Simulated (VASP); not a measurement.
# PbS (Cm) in VASP: single point with PBE

Aim: the single point of PbS with PBE.

Program: VASP 6.6.1. These are calculated values, not measurements. Logs are shortened: lines on timing, memory, paths and dates and some standing lists are left out, and cuts for length are marked.

**1. The cell of the first run**

Symmetry: Cm, No. 8, monoclinic system. Conventional cell: a = 7.470 Å, b = 4.057 Å, c = 3.650 Å, α = 90.00°, β = 94.29°, γ = 90.00°. Pb (site symmetry m) has 6 S at 2.93 to 3.21 Å and 2 Pb at 3.65 Å within 3.9 Å. Within 3.9 Å of S (site symmetry m) lie 6 Pb at 2.93 to 3.21 Å and 2 S at 3.65 Å.

**2. Single point, PBE (strained and its atoms moved)**

File INCAR:

```
PREC = Accurate
ENCUT = 520
EDIFF = 1E-7
ISMEAR = 0
SIGMA = 0.1
LREAL = False
LASPH = True
NELM = 80
ALGO = Normal
ISIF = 2
LWAVE = False
LCHARG = False
GGA = PE
NBANDS = 17
```

File KPOINTS:

```
regular mesh
0
Gamma
  10 10 10
```

File POSCAR:

```
PbS
1.0
    4.2466193869      0.1097674859      0.1335286295
   -2.0282482621      3.5130366994     -0.0000017223
    0.1236836526      0.0714069479      3.6475502410
Pb S
1 1
Direct
    0.0035850002      0.0017925001     -0.0071751024
    0.6630816698      0.3315408299      0.5071751024
```

Potentials or basis: VASP PAW PBE potentials, release 64 (Pb_d, S).

Started as:

```console
cat potpaw_PBE.64/Pb_d/POTCAR potpaw_PBE.64/S/POTCAR > POTCAR
mpirun -np 1 vasp_std > vasp.out
```

OUTCAR:

```text
PREC = Accurate
   ENCUT = 520
   EDIFF = 1E-7
   ISMEAR = 0
   LREAL = False
   LASPH = True
   NELM = 80
   ISIF = 2
   GGA = PE

 ion  position               nearest neighbor table
   1  0.004  0.002  0.993-   2 2.93   2 2.98   2 2.98   2 3.04   2 3.04   2 3.21
   2  0.663  0.332  0.507-   1 2.93   1 2.98   1 2.98   1 3.04   1 3.04   1 3.21

  LATTYP: Found a base centered monoclinic cell.
 ALAT       =     7.4699071117
 B/A-ratio  =     0.5430459973
 C/A-ratio  =     0.4886734262
 COS(beta)  =    -0.0748226206

  Lattice vectors:

 A1 = (  -4.2466193869,  -0.1097674859,  -0.1335286295)
 A2 = (  -2.2183711248,  -3.6228041853,  -0.1335269072)
 A3 = (   0.1236836526,   0.0714069479,   3.6475502410)

Analysis of symmetry for initial positions (statically):
=====================================================================
 Subroutine PRICEL returns:
 Original cell was already a primitive cell.

 Routine SETGRP: Setting up the symmetry group for a
 base centered monoclinic supercell.

 Subroutine GETGRP returns: Found  2 space group operations
 (whereof  2 operations were pure point group operations)
 out of a pool of  4 trial point group operations.

The static configuration has the point symmetry C_1h.

Analysis of symmetry for dynamics (positions and initial velocities):
=====================================================================
 Subroutine PRICEL returns:
 Original cell was already a primitive cell.

 Routine SETGRP: Setting up the symmetry group for a
 base centered monoclinic supercell.

 Subroutine GETGRP returns: Found  2 space group operations
 (whereof  2 operations were pure point group operations)
 out of a pool of  4 trial point group operations.

The dynamic configuration has the point symmetry C_1h.

 Subroutine INISYM returns: Found  2 space group operations
 (whereof  2 operations are pure point group operations),
 and found     1 'primitive' translations

----------------------------------------------------------------------------------------

                                     Primitive cell

  volume of cell :      55.1508

  direct lattice vectors                    reciprocal lattice vectors
     4.246619387  0.109767486  0.133528629     0.232344354  0.134143778 -0.010504584
[... 81 lines left out ...]
   LNONCOLLINEAR =      F non collinear calculations
   LSORBIT =      F    spin-orbit coupling
   LASPH  =      T    aspherical Exc in radial PAW
   ENCUT  =  520.0 eV  38.22 Ry    6.18 a.u.   7.90  7.54  6.79*2*pi/ulx,y,z
   NELM   =     80;   NELMIN=  2; NELMDL= -5     # of ELM steps
   EDIFF  = 0.1E-06   stopping-criterion for ELM
   LREAL  =      F    real-space projection
   EDIFFG = 0.1E-05   stopping-criterion for IOM
   NSW    =      0    number of steps for IOM
   IBRION =     -1    ionic relax: 0-MD 1-quasi-New 2-CG
   NFREE  =      0    steps in history (QN), initial steepest desc. (CG)
   ISIF   =      2    stress and relaxation
   ISYM   =      2    0-nonsym 1-usesym 2-fastsym
   POTIM  = 0.5000    time-step for ionic-motion
   TEBEG  =    0.0;   TEEND  =   0.0 temperature during run
   PSTRESS=    0.0 pullay stress
   NELECT =      20.0000    total number of electrons
   NUPDOWN=      -1.0000    fix difference up-down
   EMIN   =  10.00;   EMAX   =-10.00  energy-range for DOS
   EFERMI =   0.00;   METHOD = LEGACY
   ISMEAR =     0;   SIGMA  =   0.10  broadening in eV -4-tet -1-fermi 0-gaus
   EFERMI_NEDOS =   21; number of points for ismear=-14 and -15
   IALGO  =     38    algorithm
   IMIX   =      4    mixing-type and parameters
     AMIX     =   0.40;   BMIX     =  1.00
     AMIX_MAG =   1.60;   BMIX_MAG =  1.00
  volume/ion in A,a.u.               =      27.58       186.09
  Fermi-wavevector in a.u.,A,eV,Ry     =   1.167439  2.206140 18.543570  1.362914
  Thomas-Fermi vector in A             =   2.303939
   LORBIT       =      0    0 simple, 1 ext, 2 COOP (PROOUT), +10 PAW based schemes
   GGA     = PE    functional components
   LHFCALC =     F    Hartree Fock is set to
   AEXX    =    0.0000 exact exchange contribution
   IVDW    =     0    specifies the selected vdW correction
   LEPSILON=     F    determine dielectric tensor
   LRPA    =     F    only Hartree local field effects (RPA)
 non-spin polarized calculation
 Gauss-broadening in eV      SIGMA  =   0.10
  energy-cutoff  :      520.00
  volume of cell :       55.15
 maximum number of plane-waves:      1506
   NGX = 15   NGY = 15   NGZ = 13

 number of electron      20.0000002 magnetization

 Free energy of the ion-electron system (eV)
  ---------------------------------------------------
  ext. energy  EPLUGINS =         0.00000000
  ---------------------------------------------------
  free energy    TOTEN  =        -8.47580515 eV

  energy without entropy =       -8.47517522  energy(sigma->0) =       -8.47549018

 E-fermi :   5.1669     XC(G=0):  -9.3913

 val. band max:        5.1609628058   @ k =   0.3000   0.3000   0.5000
 cond. band min:       5.2178930905   @ k =   0.3000   0.3000   0.0000
 fundamental gap:      0.0569302847
 Fermi energy:         5.1668650137

 k-point     1 :       0.0000    0.0000    0.0000
  band No.  band energies     occupation
      1     -11.7909      2.00000
      2     -11.7249      2.00000
      3     -11.7066      2.00000
      4     -11.6346      2.00000
      5     -11.6317      2.00000
      6      -8.0405      2.00000
[... 457 lines left out ...]
      4     -11.6556      2.00000
      5     -11.6402      2.00000
      6      -6.9705      2.00000
[... 9 lines left out ...]
     16      15.3131      0.00000
     17      15.7491      0.00000

 [... further k-points ...]

------------------------ aborting loop because EDIFF is reached ----------------------------------------

  FORCE on cell =-STRESS in cart. coord.  units (eV):
  Direction    XX          YY          ZZ          XY          YZ          ZX
  --------------------------------------------------------------------------------------
  -------------------------------------------------------------------------------------
  Total       -0.3416379     -0.2425703      1.1568911     -0.0857957     -0.2098190     -0.3634154
  in kB       -9.9248677     -7.0468714     33.6086605     -2.4924375     -6.0954177    -10.5575242
  external PRESSURE =       5.5456404 kB  Pullay stress =       0.0000000 kB

 VOLUME and BASIS-vectors are now :
 -----------------------------------------------------------------------------
  energy-cutoff  :      520.00
  volume of cell :       55.15
      direct lattice vectors                 reciprocal lattice vectors
     4.246619387  0.109767486  0.133528629     0.232344354  0.134143778 -0.010504584
    -2.028248262  3.513036699 -0.000001722    -0.007086888  0.280562405 -0.005252175
     0.123683653  0.071406948  3.647550241    -0.008505609 -0.004910570  0.274541154

 POSITION                                       TOTAL-FORCE (eV/Angst)
 -----------------------------------------------------------------------------------
      0.13438      0.07759      3.62186        -0.126937     -0.073287     -0.036022
      2.20614      1.27372      1.93849         0.126937      0.073287      0.036022
 -----------------------------------------------------------------------------------
    total drift:                                0.000108      0.000048     -0.000204

  FREE ENERGIE OF THE ION-ELECTRON SYSTEM (eV)
  ---------------------------------------------------
  free  energy   TOTEN  =        -8.4758051473 eV

  energy  without entropy=       -8.4751752191  energy(sigma->0) =       -8.47549018
```

stdout:

```text
POSCAR found type information on POSCAR PbS
 POSCAR found :  2 types and       2 ions
 scaLAPACK will be used
 LDA part: xc-table for (Slater+PW92), standard interpolation
 POSCAR, INCAR and KPOINTS ok, starting setup
 FFT: planning ... GRIDC
 FFT: planning ... GRID_SOFT
 FFT: planning ... GRID
 WAVECAR not read
 entering main loop
```

It took 4.3 min on 1 thread of AMD EPYC 7R13, shared host; peak memory 0.34 GiB.

Results:

| Quantity | Value |
| --- | --- |
| Free energy | -8.4758 eV |
| Pressure | 0.6 GPa |
| Largest force | 0.151 eV/Å |
| Band gap on the k mesh | zero (bands 10 and 11 overlap by 0.09 eV) |

Forces on the atoms (eV/Å):
```
Pb  -0.127 -0.073 -0.036
S    0.127  0.073  0.036
```

Levels at points of the mesh, in eV from the Fermi level:
```csv
k point,band 7,band 8,band 9,band 10,band 11,band 12,band 13,band 14
"(0.00, 0.00, 0.00)",-6.48,-2.19,-1.81,-1.60,2.96,3.27,5.48,6.59
"(0.50, 0.00, 0.00)",-8.72,-2.68,-1.54,-0.99,2.20,4.40,5.40,5.66
"(0.00, 0.50, 0.00)",-8.61,-3.07,-1.91,-0.85,2.29,4.35,5.27,5.73
"(0.00, 0.00, 0.50)",-8.76,-1.43,-1.16,-0.20,0.46,3.55,3.88,7.47
"(0.50, 0.00, 0.50)",-7.46,-4.16,-3.96,-1.35,2.47,2.73,3.25,7.66
"(0.00, 0.50, 0.50)",-7.23,-4.12,-3.96,-1.60,1.66,2.60,2.74,7.98
```

Caveat: the cell differs from its parent crystal (strained and its atoms moved); semilocal functionals underestimate gaps, so a narrow gap can read as zero; spin-orbit coupling is left out, which moves the levels of the heavy elements.
